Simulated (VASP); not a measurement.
# CuAu3 (Pm-3m) in VASP: a series of runs, part 2 of 2

VASP 6.6.1. The steps go on from the part before.

**3. Single point, PBEsol (equal strain along all axes, cell held: -6.0 %)**

INCAR

```
SYSTEM = CuAu3
PREC     = Accurate       ! precision mode
ENCUT    = 520            ! plane-wave cutoff, eV
EDIFF    = 1E-6           ! SCF threshold, eV
ISMEAR   = 0              ! smearing method
SIGMA    = 0.1            ! smearing width, eV
LREAL    = .FALSE.        ! projectors in reciprocal space
LASPH    = .TRUE.         ! aspherical terms in the spheres
NELM     = 100            ! most SCF steps
ALGO     = Fast           ! electronic algorithm
ISIF     = 2              ! what is computed and relaxed
LWAVE    = .FALSE.        ! write WAVECAR
LCHARG   = .FALSE.        ! write CHGCAR
GGA      = PS             ! functional
NBANDS   = 30             ! bands
```

KPOINTS

```
Automatic mesh
0
G
  14 14 14
  0 0 0
```

POSCAR

```
CuAu3
1.0
    3.7357966438      0.0000000000      0.0000000000
    0.0000000000      3.7357966438      0.0000000000
    0.0000000000      0.0000000000      3.7357966438
Cu Au
1 3
Direct
    0.0000000000      0.0000000000      0.0000000000
    0.0000000000      0.5000000000      0.5000000000
    0.5000000000      0.0000000000      0.5000000000
    0.5000000000      0.5000000000      0.0000000000
```

Potentials or basis: VASP PAW PBE potentials, release 64 (Cu, Au).

Launch:

```bash
> cat potpaw_PBE.64/Cu/POTCAR potpaw_PBE.64/Au/POTCAR > POTCAR
> mpirun -np 1 vasp_std > vasp.out
```

OUTCAR:

```text
SYSTEM = CuAu3
   PREC = Accurate
   ENCUT = 520
   EDIFF = 1E-6
   ISMEAR = 0
   LREAL = .FALSE.
   LASPH = .TRUE.
   NELM = 100
   ISIF = 2
   GGA = PS

 ion  position               nearest neighbor table
   1  0.000  0.000  0.000-   2 2.64   3 2.64   4 2.64   2 2.64   3 2.64   2 2.64   4 2.64   2 2.64
                             3 2.64   4 2.64   3 2.64   4 2.64
   2  0.000  0.500  0.500-   1 2.64   3 2.64   4 2.64   1 2.64   4 2.64   1 2.64   3 2.64   1 2.64
                             3 2.64   4 2.64   4 2.64   3 2.64
   3  0.500  0.000  0.500-   1 2.64   2 2.64   4 2.64   1 2.64   4 2.64   2 2.64   4 2.64   4 2.64
                             1 2.64   2 2.64   1 2.64   2 2.64
   4  0.500  0.500  0.000-   1 2.64   2 2.64   3 2.64   2 2.64   3 2.64   1 2.64   3 2.64   3 2.64
                             1 2.64   2 2.64   2 2.64   1 2.64

  LATTYP: Found a simple cubic cell.
 ALAT       =     3.7357966438

  Lattice vectors:

 A1 = (   3.7357966438,   0.0000000000,   0.0000000000)
 A2 = (   0.0000000000,   3.7357966438,   0.0000000000)
 A3 = (   0.0000000000,   0.0000000000,   3.7357966438)

Analysis of symmetry for initial positions (statically):
=====================================================================
 Subroutine PRICEL returns:
 Original cell was already a primitive cell.

 Routine SETGRP: Setting up the symmetry group for a
 simple cubic supercell.

 Subroutine GETGRP returns: Found 48 space group operations
 (whereof 48 operations were pure point group operations)
 out of a pool of 48 trial point group operations.

The static configuration has the point symmetry O_h .

Analysis of symmetry for dynamics (positions and initial velocities):
=====================================================================
 Subroutine PRICEL returns:
 Original cell was already a primitive cell.

 Routine SETGRP: Setting up the symmetry group for a
 simple cubic supercell.

 Subroutine GETGRP returns: Found 48 space group operations
 (whereof 48 operations were pure point group operations)
 out of a pool of 48 trial point group operations.

[... 126 lines left out ...]
  Fermi-wavevector in a.u.,A,eV,Ry     =   1.547067  2.923533 32.564412  2.393417
  Thomas-Fermi vector in A             =   2.652213
   LORBIT       =      0    0 simple, 1 ext, 2 COOP (PROOUT), +10 PAW based schemes
   GGA     = PS    functional components
   LHFCALC =     F    Hartree Fock is set to
   AEXX    =    0.0000 exact exchange contribution
   IVDW    =     0    specifies the selected vdW correction
   LEPSILON=     F    determine dielectric tensor
   LRPA    =     F    only Hartree local field effects (RPA)
 non-spin polarized calculation
 RMM-DIIS sequential band-by-band and
 Gauss-broadening in eV      SIGMA  =   0.10
  energy-cutoff  :      520.00
  volume of cell :       52.14
 maximum number of plane-waves:      1421
 NGX is ok and might be reduce to    28
   NGX = 13   NGY = 13   NGZ = 13

 number of electron      44.0000031 magnetization

 Free energy of the ion-electron system (eV)
  ---------------------------------------------------
  ext. energy  EPLUGINS =         0.00000000
  ---------------------------------------------------
  free energy    TOTEN  =       -14.74822032 eV

  energy without entropy =      -14.74429463  energy(sigma->0) =      -14.74625747

 E-fermi :  12.5301     XC(G=0): -14.0194

 val. band max:       12.5226371153   @ k =   0.4286   0.4286   0.2143
 cond. band min:      12.5384550906   @ k =   0.3571   0.3571   0.3571
 fundamental gap:      0.0158179752
 Fermi energy:        12.5300960097

 k-point     1 :       0.0000    0.0000    0.0000
  band No.  band energies     occupation
      1       0.2783      2.00000
      2       2.7615      2.00000
      3       3.8769      2.00000
      4       3.8769      2.00000
      5       3.8769      2.00000
      6       4.0211      2.00000
[... 781 lines left out ...]
     29      23.8695      0.00000
     30      25.2754      0.00000

 [... further k-points ...]

------------------------ aborting loop because EDIFF is reached ----------------------------------------

  FORCE on cell =-STRESS in cart. coord.  units (eV):
  Direction    XX          YY          ZZ          XY          YZ          ZX
  --------------------------------------------------------------------------------------
  -------------------------------------------------------------------------------------
  Total       17.3800822     17.3800822     17.3800822      0.0000000      0.0000000     -0.0000000
  in kB      534.0878825    534.0878825    534.0878825      0.0000000      0.0000000     -0.0000000
  external PRESSURE =     534.0878825 kB  Pullay stress =       0.0000000 kB

 VOLUME and BASIS-vectors are now :
 -----------------------------------------------------------------------------
  energy-cutoff  :      520.00
  volume of cell :       52.14
      direct lattice vectors                 reciprocal lattice vectors
     3.735796644  0.000000000  0.000000000     0.267680523  0.000000000  0.000000000
     0.000000000  3.735796644  0.000000000     0.000000000  0.267680523  0.000000000
     0.000000000  0.000000000  3.735796644     0.000000000  0.000000000  0.267680523

 POSITION                                       TOTAL-FORCE (eV/Angst)
 -----------------------------------------------------------------------------------
      0.00000      0.00000      0.00000         0.000000      0.000000      0.000000
      0.00000      1.86790      1.86790         0.000000      0.000000      0.000000
      1.86790      0.00000      1.86790         0.000000      0.000000      0.000000
      1.86790      1.86790      0.00000         0.000000      0.000000      0.000000
 -----------------------------------------------------------------------------------
    total drift:                                0.000000      0.000000      0.000000

  FREE ENERGIE OF THE ION-ELECTRON SYSTEM (eV)
  ---------------------------------------------------
  free  energy   TOTEN  =       -14.7482203168 eV

  energy  without entropy=      -14.7442946250  energy(sigma->0) =      -14.74625747
```

Wall time 3.6 min (1 thread of Intel Xeon 6975P-C, shared host); peak memory 0.28 GiB.

What came out:

* Free energy: -14.7482 eV
* Pressure: 53.4 GPa
* Band gap on the k mesh: zero (band 22 reaches 13.50 eV, above the bottom of band 23 at 10.55 eV)

Caveat: the cell differs from its parent crystal (equal strain along all axes, cell held: -6.0 %); the PAW data sets were made with another functional, which shifts forces and pressure a little; spin-orbit coupling is left out, which moves the levels of the heavy elements.

**4. Single point, PBEsol (equal strain along all axes, cell held: -4.0 %)**

INCAR

```
SYSTEM = CuAu3
PREC     = Accurate       ! precision mode
ENCUT    = 520            ! plane-wave cutoff, eV
EDIFF    = 1E-6           ! SCF threshold, eV
ISMEAR   = 0              ! smearing method
SIGMA    = 0.1            ! smearing width, eV
LREAL    = .False.        ! projectors in reciprocal space
LASPH    = .True.         ! aspherical terms in the spheres
NELM     = 80             ! most SCF steps
ALGO     = Fast           ! electronic algorithm
ISIF     = 2              ! what is computed and relaxed
LWAVE    = .False.        ! write WAVECAR
LCHARG   = .False.        ! write CHGCAR
GGA      = PS             ! functional
NBANDS   = 30             ! bands
```

KPOINTS

```
Automatic mesh
0
Gamma
  14 14 14
  0 0 0
```

POSCAR

```
CuAu3
1.0
    3.8152816788      0.0000000000      0.0000000000
    0.0000000000      3.8152816788      0.0000000000
    0.0000000000      0.0000000000      3.8152816788
Cu Au
1 3
Direct
    0.0000000000      0.0000000000      0.0000000000
    0.0000000000      0.5000000000      0.5000000000
    0.5000000000      0.0000000000      0.5000000000
    0.5000000000      0.5000000000      0.0000000000
```

Launch:

```bash
> cat potpaw_PBE.64/Cu/POTCAR potpaw_PBE.64/Au/POTCAR > POTCAR
> mpirun -np 1 vasp_std > vasp.out
```

Run time: 3 min. Hardware: 1 thread of Intel Xeon 6975P-C, shared host; peak memory 0.29 GiB.

Results (log left out):

- Free energy: -15.6153 eV
- Pressure: 29.7 GPa
- Band gap on the k mesh: zero (band 22 reaches 12.25 eV, above the bottom of band 23 at 9.52 eV)

Levels at points of the mesh, in eV from the Fermi level:
```
           k point  band 20  band 21  band 22  band 23  band 24  band 25
(0.00, 0.00, 0.00)    -1.57    -1.57     0.54     0.54     0.54     6.96
(0.50, 0.00, 0.00)    -2.27    -1.68    -1.56     5.74     6.25     6.25
(0.50, 0.50, 0.00)    -2.61    -0.87    -0.24     0.07     0.07     8.85
(0.50, 0.50, 0.50)    -1.87    -1.82    -1.78    -1.78    -1.78     3.65
```

Caveat: the cell differs from its parent crystal (equal strain along all axes, cell held: -4.0 %); the PAW data sets were made with another functional, which shifts forces and pressure a little; spin-orbit coupling is left out, which moves the levels of the heavy elements.

**5. Single point, PBEsol (equal strain along all axes, cell held: -2.0 %)**

INCAR

```
SYSTEM = CuAu3
PREC = Accurate
ENCUT = 520
EDIFF = 1E-6
ISMEAR = 0
SIGMA = 0.1
LREAL = .False.
LASPH = .True.
NELM = 80
ALGO = Fast
ISIF = 2
LWAVE = .False.
LCHARG = .False.
GGA = PS
NBANDS = 30
```

KPOINTS

```
regular mesh
0
Gamma
  14 14 14
  0 0 0
```

POSCAR

```
CuAu3
1.0
    3.8947667138      0.0000000000      0.0000000000
    0.0000000000      3.8947667138      0.0000000000
    0.0000000000      0.0000000000      3.8947667138
Cu Au
1 3
Direct
    0.0000000000      0.0000000000      0.0000000000
    0.0000000000      0.5000000000      0.5000000000
    0.5000000000      0.0000000000      0.5000000000
    0.5000000000      0.5000000000      0.0000000000
```

Launch:

```bash
> cat potpaw_PBE.64/Cu/POTCAR potpaw_PBE.64/Au/POTCAR > POTCAR
> mpirun -np 1 vasp_std > vasp.out
```

Wall time 4.3 min (1 thread of Intel Xeon 6975P-C, shared host); peak memory 0.31 GiB.

The run converged. Its results:

| Item | Value |
| --- | --- |
| Free energy | -16.0671 eV |
| Pressure | 11.9 GPa |
| Band gap on the k mesh | zero (band 22 reaches 11.15 eV, above the bottom of band 23 at 8.72 eV) |

Levels at points of the mesh, in eV from the Fermi level:
```csv
k point,band 19,band 20,band 21,band 22,band 23,band 24,band 25,band 26
"(0.00, 0.00, 0.00)",-1.56,-1.56,-1.56,0.74,0.74,0.74,6.43,6.43
"(0.50, 0.00, 0.00)",-2.35,-2.10,-1.57,-1.56,5.48,6.01,6.07,6.07
"(0.50, 0.50, 0.00)",-2.39,-2.39,-0.82,-0.22,-0.01,-0.01,8.59,9.22
"(0.50, 0.50, 0.50)",-1.75,-1.75,-1.50,-1.44,-1.44,-1.44,3.31,3.31
```

Caveat: the cell differs from its parent crystal (equal strain along all axes, cell held: -2.0 %); the PAW data sets were made with another functional, which shifts forces and pressure a little; spin-orbit coupling is left out, which moves the levels of the heavy elements.

**6. Single point, PBEsol (equal strain along all axes, cell held: +2.0 %)**

INCAR

```
PREC     = Accurate       # precision mode
ENCUT    = 520            # plane-wave cutoff, eV
EDIFF    = 1E-7           # SCF threshold, eV
ISMEAR   = 0              # smearing method
SIGMA    = 0.1            # smearing width, eV
LREAL    = False          # projectors in reciprocal space
LASPH    = True           # aspherical terms in the spheres
NELM     = 60             # most SCF steps
ALGO     = Fast           # electronic algorithm
ISIF     = 2              # what is computed and relaxed
LWAVE    = False          # write WAVECAR
LCHARG   = False          # write CHGCAR
GGA      = PS             # functional
NBANDS   = 30             # bands
```

KPOINTS

```
Automatic mesh
0
Gamma
  14 14 14
```

POSCAR

```
CuAu3
1.0
    4.0537367837      0.0000000000      0.0000000000
    0.0000000000      4.0537367837      0.0000000000
    0.0000000000      0.0000000000      4.0537367837
Cu Au
1 3
Direct
    0.0000000000      0.0000000000      0.0000000000
    0.0000000000      0.5000000000      0.5000000000
    0.5000000000      0.0000000000      0.5000000000
    0.5000000000      0.5000000000      0.0000000000
```

Potentials or basis: VASP PAW PBE potentials, release 64 (Cu, Au).

Launch:

```bash
> cat potpaw_PBE.64/Cu/POTCAR potpaw_PBE.64/Au/POTCAR > POTCAR
> mpirun -np 1 vasp_std > vasp.out
```

Run time: 4.1 min. Hardware: 1 thread of Intel Xeon 6975P-C, shared host; peak memory 0.33 GiB.

The run converged. Its results:

```
Free energy            : -16.0871 eV
Pressure               : -8.8 GPa
Band gap on the k mesh : zero (band 22 reaches 9.28 eV, above the bottom of band 23 at 7.32 eV)
```

Levels at points of the mesh, in eV from the Fermi level:
```
           k point  band 18  band 19  band 20  band 21  band 22  band 23  band 24  band 25  band 26  band 27
(0.00, 0.00, 0.00)    -1.56    -1.43    -1.43    -1.43     1.09     1.09     1.09     5.48     5.48     6.33
(0.50, 0.00, 0.00)    -2.16    -2.00    -1.83    -1.56    -1.42     4.95     5.20     5.73     5.73     6.21
(0.50, 0.50, 0.00)    -2.05    -2.05    -2.05    -0.76    -0.22    -0.16    -0.16     8.06     8.57     8.77
(0.50, 0.50, 0.50)    -1.61    -1.57    -1.57    -0.93    -0.87    -0.87    -0.87     2.70     2.70     2.70
```

Caveat: the cell differs from its parent crystal (equal strain along all axes, cell held: +2.0 %); the PAW data sets were made with another functional, which shifts forces and pressure a little; spin-orbit coupling is left out, which moves the levels of the heavy elements.

**7. Overview**

| cell | k mesh | further INCAR settings | gap on the mesh (eV) | pressure (GPa) |
| --- | --- | --- | --- | --- |
| a = 3.974 Å, 4 atoms | 10 × 10 × 10 | ALGO = Fast; EDIFF = 1e-06; NBANDS = 30 | none | -0.2 |
| a = 3.736 Å, 4 atoms | 14 × 14 × 14 | ALGO = Fast; EDIFF = 1e-06; NBANDS = 30 | none | 53.4 |
| a = 3.815 Å, 4 atoms | 14 × 14 × 14 | ALGO = Fast; EDIFF = 1e-06; NBANDS = 30 | none | 29.7 |
| a = 3.895 Å, 4 atoms | 14 × 14 × 14 | ALGO = Fast; EDIFF = 1e-06; NBANDS = 30 | none | 11.9 |
| a = 4.054 Å, 4 atoms | 14 × 14 × 14 | ALGO = Fast; EDIFF = 1e-07; NBANDS = 30 | none | -8.8 |

Alike in all rows: task single point; level PBEsol; potentials or basis VASP PAW PBE potentials, release 64 (Cu, Au); no spin polarisation; cutoff (eV) 520; smearing gaussian 0.1 eV.

Caveats: the PAW data sets were made with another functional, which shifts forces and pressure a little; spin-orbit coupling is left out, which moves the levels of the heavy elements.

Total energies depend on the potentials used, so only differences within one code and one set of settings carry meaning.
